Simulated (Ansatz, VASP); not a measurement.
# Hg in VASP and in Ansatz

```
Hg
1.0
     2.07840    1.19996    1.97474
    -2.07840    1.19996    1.97474
     0.00000   -2.39993    1.97474
Hg
1
Direct
  0.00000 0.00000 0.00000
```

Alike in both runs: task single point; functional PBE; k mesh 10 × 10 × 10; occupations methfessel-paxton of order 1, width 0.2 eV; no spin polarisation.

|  | VASP | Ansatz |
| --- | --- | --- |
| version | VASP 6.6.1 | Ansatz 0.2.0 |
| potentials or method | VASP PAW PBE potentials, release 64 (Hg), cutoff 520 eV | plane waves (420 eV) with PAW, scalar-relativistic |
| valence electrons in the cell | 12 | 20 |

Ansatz gave:

* pressure (GPa): -0.1
* traceless stress, the component that is largest in VASP (GPa): -0.20

Task: Estimate VASP's values.

Result: Pressure (GPa): 0.1; traceless stress, the component that is largest in VASP (GPa): -0.17.

With one functional, cell and mesh, what is left measures potentials, basis and numerics. VASP's potentials hold 12 valence electrons a cell and Ansatz's 20, so a difference there can come from the potentials and not from the codes.

Neither program's run includes spin-orbit coupling.
